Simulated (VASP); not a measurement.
# CsCl (Pm-3m) in VASP: a series of runs, part 2 of 2

VASP 6.6.1. The steps go on from the part before.

## Step 5: Relaxation of cell and atoms, PBEsol, target pressure 15 GPa, at which the enthalpy is minimised

Input file INCAR:

```
SYSTEM = CsCl
PREC = Accurate
ENCUT = 500
EDIFF = 1E-7
ISMEAR = 0
SIGMA = 0.01
LREAL = .False.
LASPH = .True.
NELM = 120
ALGO = Normal
ISIF = 3
LWAVE = .False.
LCHARG = .False.
GGA = PS
IBRION = 2
NSW = 100
EDIFFG = -0.002
PSTRESS = 150.0
GGA_COMPAT = .False.
NELMIN = 4
```

Input file KPOINTS:

```
Automatic mesh
0
Gamma
  6 6 6
  0 0 0
```

Input file POSCAR:

```
CsCl
1.0
    4.0653445471      0.0000000000      0.0000000000
    0.0000000000      4.0653445471      0.0000000000
    0.0000000000      0.0000000000      4.0653445471
Cs Cl
1 1
Direct
    0.0000000000      0.0000000000      0.0000000000
    0.5000000000      0.5000000000      0.5000000000
```

Potentials or basis: VASP PAW PBE potentials, release 64 (Cs_sv, Cl).

Launch:

```sh
$ cat potpaw_PBE.64/Cs_sv/POTCAR potpaw_PBE.64/Cl/POTCAR > POTCAR
$ mpirun -np 1 vasp_std > vasp.out
```

OUTCAR:

```text
SYSTEM = CsCl
   PREC = Accurate
   ENCUT = 500
   EDIFF = 1E-7
   ISMEAR = 0
   LREAL = .False.
   LASPH = .True.
   NELM = 120
   ISIF = 3
   GGA = PS
   IBRION = 2
   NSW = 100
   EDIFFG = -0.002
   PSTRESS = 150.0
   NELMIN = 4

 ion  position               nearest neighbor table
   1  0.000  0.000  0.000-
   2  0.500  0.500  0.500-

  LATTYP: Found a simple cubic cell.
 ALAT       =     4.0653445471

  Lattice vectors:

 A1 = (   4.0653445471,   0.0000000000,   0.0000000000)
 A2 = (   0.0000000000,   4.0653445471,   0.0000000000)
 A3 = (   0.0000000000,   0.0000000000,   4.0653445471)

Analysis of symmetry for initial positions (statically):
=====================================================================
 Subroutine PRICEL returns:
 Original cell was already a primitive cell.

 Routine SETGRP: Setting up the symmetry group for a
 simple cubic supercell.

 Subroutine GETGRP returns: Found 48 space group operations
 (whereof 48 operations were pure point group operations)
 out of a pool of 48 trial point group operations.

The static configuration has the point symmetry O_h .

Analysis of symmetry for dynamics (positions and initial velocities):
=====================================================================
 Subroutine PRICEL returns:
 Original cell was already a primitive cell.

 Routine SETGRP: Setting up the symmetry group for a
 simple cubic supercell.

 Subroutine GETGRP returns: Found 48 space group operations
 (whereof 48 operations were pure point group operations)
 out of a pool of 48 trial point group operations.

The dynamic configuration has the point symmetry O_h .

 Subroutine INISYM returns: Found 48 space group operations
 (whereof 48 operations are pure point group operations),
 and found     1 'primitive' translations

----------------------------------------------------------------------------------------

                                     Primitive cell

  volume of cell :      67.1881

  direct lattice vectors                    reciprocal lattice vectors
     4.065344547  0.000000000  0.000000000     0.245981611  0.000000000  0.000000000
     0.000000000  4.065344547  0.000000000     0.000000000  0.245981611  0.000000000
     0.000000000  0.000000000  4.065344547     0.000000000  0.000000000  0.245981611

  length of vectors
     4.065344547  4.065344547  4.065344547     0.245981611  0.245981611  0.245981611

  position of ions in fractional coordinates (direct lattice)
     0.000000000  0.000000000  0.000000000
     0.500000000  0.500000000  0.500000000

  ion indices of the primitive-cell ions
   primitive index   ion index
                 1           1
                 2           2

----------------------------------------------------------------------------------------

 KPOINTS: Automatic mesh

Automatic generation of k-mesh.
 Grid dimensions read from file:
 generate k-points for:    6    6    6

 Generating k-lattice:

  Cartesian coordinates                     Fractional coordinates (reciprocal lattice)
     0.040996935  0.000000000  0.000000000     0.166666667  0.000000000  0.000000000
     0.000000000  0.040996935  0.000000000     0.000000000  0.166666667  0.000000000
     0.000000000  0.000000000  0.040996935     0.000000000  0.000000000  0.166666667

  Length of vectors
     0.040996935  0.040996935  0.040996935

  Shift w.r.t. Gamma in fractional coordinates (k-lattice)
     0.000000000  0.000000000  0.000000000

 Subroutine IBZKPT returns following result:
 ===========================================

 Found     20 irreducible k-points:

 Following reciprocal coordinates:
            Coordinates               Weight
  0.000000  0.000000  0.000000      1.000000
  0.166667  0.000000  0.000000      6.000000
  0.333333  0.000000  0.000000      6.000000
  0.500000  0.000000  0.000000      3.000000
  0.166667  0.166667  0.000000     12.000000
  0.333333  0.166667  0.000000     24.000000
[... 12 lines left out ...]
  0.500000  0.500000  0.333333      6.000000
  0.500000  0.500000  0.500000      1.000000
   k-points           NKPTS =     20   k-points in BZ     NKDIM =     20   number of bands    NBANDS=     12
   number of dos      NEDOS =    301   number of ions     NIONS =      2
   total plane-waves  NPLWV =  27000
   dimension x,y,z NGX =    30 NGY =   30 NGZ =   30
   dimension x,y,z NGXF=    60 NGYF=   60 NGZF=   60
   ions per type =               1   1
   NGX,Y,Z   is equivalent  to a cutoff of  12.27, 12.27, 12.27 a.u.
   NGXF,Y,Z  is equivalent  to a cutoff of  24.54, 24.54, 24.54 a.u.
 SYSTEM =  CsCl
   PREC   = accura    normal or accurate (medium, high low for compatibility)
   ISTART =      0    job   : 0-new  1-cont  2-samecut
   ICHARG =      2    charge: 1-file 2-atom 10-const
   ISPIN  =      1    spin polarized calculation?
   LNONCOLLINEAR =      F non collinear calculations
   LSORBIT =      F    spin-orbit coupling
   LASPH  =      T    aspherical Exc in radial PAW
   ENCUT  =  500.0 eV  36.75 Ry    6.06 a.u.   7.41  7.41  7.41*2*pi/ulx,y,z
   NELM   =    120;   NELMIN=  4; NELMDL= -5     # of ELM steps
   EDIFF  = 0.1E-06   stopping-criterion for ELM
   LREAL  =      F    real-space projection
   EDIFFG = -.2E-02   stopping-criterion for IOM
   NSW    =    100    number of steps for IOM
   IBRION =      2    ionic relax: 0-MD 1-quasi-New 2-CG
   NFREE  =      1    steps in history (QN), initial steepest desc. (CG)
   ISIF   =      3    stress and relaxation
   ISYM   =      2    0-nonsym 1-usesym 2-fastsym
   POTIM  = 0.5000    time-step for ionic-motion
   TEBEG  =    0.0;   TEEND  =   0.0 temperature during run
   PSTRESS=  150.0 pullay stress
   NELECT =      16.0000    total number of electrons
   NUPDOWN=      -1.0000    fix difference up-down
   EMIN   =  10.00;   EMAX   =-10.00  energy-range for DOS
   EFERMI =   0.00;   METHOD = LEGACY
   ISMEAR =     0;   SIGMA  =   0.01  broadening in eV -4-tet -1-fermi 0-gaus
   EFERMI_NEDOS =   21; number of points for ismear=-14 and -15
   IALGO  =     38    algorithm
   IMIX   =      4    mixing-type and parameters
     AMIX     =   0.40;   BMIX     =  1.00
     AMIX_MAG =   1.60;   BMIX_MAG =  1.00
  volume/ion in A,a.u.               =      33.59       226.70
  Fermi-wavevector in a.u.,A,eV,Ry     =   1.014731  1.917563 14.009625  1.029678
  Thomas-Fermi vector in A             =   2.147975
   LORBIT       =      0    0 simple, 1 ext, 2 COOP (PROOUT), +10 PAW based schemes
   GGA     = PS    functional components
   LHFCALC =     F    Hartree Fock is set to
   AEXX    =    0.0000 exact exchange contribution
   IVDW    =     0    specifies the selected vdW correction
   LEPSILON=     F    determine dielectric tensor
   LRPA    =     F    only Hartree local field effects (RPA)
 conjugate gradient relaxation of ions
 non-spin polarized calculation
 Gauss-broadening in eV      SIGMA  =   0.01
  energy-cutoff  :      500.00
  volume of cell :       67.19
 maximum number of plane-waves:      1743
 NGX is ok and might be reduce to    30
   NGX = 15   NGY = 15   NGZ = 15

--------------------------------------- Ionic step        1  -------------------------------------------

 number of electron      16.0000008 magnetization

 Free energy of the ion-electron system (eV)
  ---------------------------------------------------
  ext. energy  EPLUGINS =         0.00000000
  ---------------------------------------------------
  free energy    TOTEN  =        -6.84492835 eV

  energy without entropy =       -6.84492835  energy(sigma->0) =       -6.84492835

 E-fermi :  -0.1201     XC(G=0):  -8.6740

 val. band max:       -0.1819956632   @ k =   0.0000   0.0000   0.0000
 cond. band min:       5.0294478983   @ k =   0.0000   0.0000   0.0000
 fundamental gap:      5.2114435615
 Fermi energy:        -0.1201230271

 k-point     1 :       0.0000    0.0000    0.0000
  band No.  band energies     occupation
      1     -19.5053      2.00000
      2     -12.3990      2.00000
      3      -5.9443      2.00000
      4      -5.9443      2.00000
      5      -5.9443      2.00000
      6      -0.1820      2.00000
      7      -0.1820      2.00000
      8      -0.1820      2.00000
      9       5.0294      0.00000
     10       5.0294      0.00000
     11       5.0562      0.00000
     12       9.9634      0.00000
[... 470 lines left out ...]
  enthalpy is  TOTEN    =        -1.6815524687 eV   P V=        4.5330624447

--------------------------------------- Ionic step        6  -------------------------------------------

 number of electron      16.0000002 magnetization

 Free energy of the ion-electron system (eV)
  ---------------------------------------------------
  ext. energy  EPLUGINS =         0.00000000
  ---------------------------------------------------
  free energy    TOTEN  =        -6.20773900 eV

  energy without entropy =       -6.20773900  energy(sigma->0) =       -6.20773900

 E-fermi :   2.3577     XC(G=0): -10.3082

 val. band max:        2.3138171057   @ k =   0.0000   0.0000   0.0000
 cond. band min:       6.6169960151   @ k =   0.0000   0.0000   0.0000
 fundamental gap:      4.3031789095
 Fermi energy:         2.3577407804

 k-point     1 :       0.0000    0.0000    0.0000
  band No.  band energies     occupation
      1     -17.2639      2.00000
      2     -10.6051      2.00000
      3      -3.3085      2.00000
      4      -3.3085      2.00000
      5      -3.3085      2.00000
      6       2.3138      2.00000
      7       2.3138      2.00000
      8       2.3138      2.00000
      9       6.6170      0.00000
     10       6.6170      0.00000
     11       9.5033      0.00000
     12      13.3042      0.00000
[... 312 lines left out ...]
  FREE ENERGIE OF THE ION-ELECTRON SYSTEM (eV)
  ---------------------------------------------------
  free  energy   TOTEN  =        -6.2077389959 eV

  energy  without entropy=       -6.2077389959  energy(sigma->0) =       -6.20773900

  enthalpy is  TOTEN    =        -1.6815815116 eV   P V=        4.5261574844

 reached required accuracy - stopping structural energy minimisation
```

OSZICAR:

```text
N       E                     dE             d eps       ncg     rms          rms(c)
DAV:   1     0.937032870245E+02    0.93703E+02   -0.67108E+03   480   0.111E+03
DAV:   2    -0.124245792038E+01   -0.94946E+02   -0.88298E+02   784   0.188E+02
DAV:   3    -0.713672451852E+01   -0.58943E+01   -0.58747E+01   616   0.531E+01
[... 60 lines left out ...]
DAV:   3    -0.620773819869E+01    0.36527E-04   -0.10226E-04   500   0.665E-02    0.155E-02
DAV:   4    -0.620773844941E+01   -0.25072E-06   -0.46714E-06   504   0.165E-02    0.445E-03
DAV:   5    -0.620773877115E+01   -0.32175E-06   -0.56807E-07   492   0.563E-03    0.200E-03
DAV:   6    -0.620773891899E+01   -0.14784E-06   -0.30609E-08   240   0.131E-03    0.739E-04
DAV:   7    -0.620773899595E+01   -0.76951E-07   -0.46531E-09   240   0.635E-04
   6 F= -.16815815E+01 E0= -.16815815E+01  d E =-.551307E-04
```

Run time: 25 s. Hardware: 1 thread of AMD EPYC 9R45 (Zen 5), shared host; peak memory 0.15 GiB.

What came out:

```yaml
Free_energy: -6.2077 eV
Relaxed_volume: 24.17 Å³/atom
Relaxed_cell: a = 3.643 Å, b = 3.643 Å, c = 3.643 Å, α = 90.00°, β = 90.00°, γ = 90.00°
Space_group_after_relaxing_to_0.1_Å: Pm-3m (No. 221)
Energy_change_on_relaxing_the_run_minimises_the_enthalpy: +318.6 meV/atom
Ionic_steps: 6
Pressure_after_relaxing: 15.0 GPa
Band_gap_on_the_k_mesh: 4.30 eV
```

Step by step:
```tsv
step	energy change (eV)	largest force (eV/Å)	pressure (GPa)	volume (Å³)
1	0.0000	0.0000	0.09	67.19
2	1.6757	0.0000	33.48	41.14
3	0.6158	0.0000	14.61	48.58
4	0.6467	0.0000	15.18	48.24
5	0.6303	0.0000	14.87	48.42
6	0.6372	0.0000	15.00	48.34
```

Final structure:
```yaml
crystal:
  lattice:
    - [3.64292, 0.00000, 0.00000]
    - [0.00000, 3.64292, 0.00000]
    - [0.00000, 0.00000, 3.64292]
  atoms:
    - { symbol: Cs, position: [0.00000, 0.00000, 0.00000] }
    - { symbol: Cl, position: [0.50000, 0.50000, 0.50000] }
```

Levels at points of the mesh, in eV from the valence-band top:
```csv
k point,band 4,band 5,band 6,band 7,band 8,band 9,band 10,band 11,band 12
"(0.00, 0.00, 0.00)",-5.62,-5.62,0.00,0.00,0.00,4.30,4.30,7.19,10.99
"(0.50, 0.00, 0.00)",-5.05,-5.05,-2.31,-0.96,-0.96,5.98,8.50,9.33,10.95
"(0.50, 0.50, 0.00)",-7.59,-4.78,-0.56,-0.48,-0.48,5.83,5.88,7.87,7.87
"(0.50, 0.50, 0.50)",-6.73,-6.73,-2.65,-2.65,-2.65,10.16,10.16,10.16,12.69
```

Caveat: the cell is relaxed towards a set pressure, so the run minimises the enthalpy, not the energy; the volume moved by over 15 % at a fixed basis, so the end points are rough; the PAW data sets were made with another functional, which shifts forces and pressure a little; spin-orbit coupling is left out, which moves the levels of the heavy elements.

## Step 6: The runs side by side

```csv
cell,gap on the mesh (eV),pressure (GPa)
relaxed to 4 GPa,4.94,4.0
relaxed to 7 GPa,4.75,7.0
relaxed to 10 GPa,4.58,10.0
relaxed to 15 GPa,4.30,15.0
```

Alike in all rows: task relaxation of cell and atoms; level PBEsol; potentials or basis VASP PAW PBE potentials, release 64 (Cs_sv, Cl); no spin polarisation; k mesh 6 × 6 × 6; cutoff (eV) 500; smearing gaussian 0.01 eV.

Caveats: the cell is relaxed towards a set pressure, so the run minimises the enthalpy, not the energy; the PAW data sets were made with another functional, which shifts forces and pressure a little; spin-orbit coupling is left out, which moves the levels of the heavy elements; the volume moved by over 15 % at a fixed basis, so the end points are rough (at least some runs).

Absolute energies hang on the potentials; compare differences alone.
